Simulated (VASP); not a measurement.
The system is CoO.

```
Co O
1.0
     0.00000    2.13150    2.13150
     2.13150    0.00000    2.13150
     2.13150    2.13150    0.00000
Co O
1 1
Direct
  0.00000 0.00000 0.00000
  0.50000 0.50000 0.50000
```

Base run:

| Quantity | Value |
| --- | --- |
| Program | VASP 6.6.1 |
| Functional | LDA |
| Potentials or basis | VASP PAW LDA potentials, release 64 (Co, O) |
| Cutoff | 520 eV |
| k mesh | 8 × 8 × 8 |
| Occupations | gaussian, width 0.05 eV |
| Spin | collinear spin, ferromagnetic start |
| Starting moments | [3.0, 0.0] μB |
| Hubbard terms | Co d U = 4.0 eV |

Its results: pressure -19.4 GPa; site moments Co +2.72; O +0.27 μB.

Task: The run is repeated on the same cell with these changes: moments at the start from [3.0, 0.0] to [1.5, 0.0]; fixed moment from none to 1.5 μB. What comes out?

Result: Pressure -27.1 GPa; site moments Co +1.65; O -0.14 μB.

Caveats: a cell with one magnetic atom can't hold antiferromagnetic order, which such compounds often take; the total moment is fixed, so each spin has its own Fermi level (some runs).
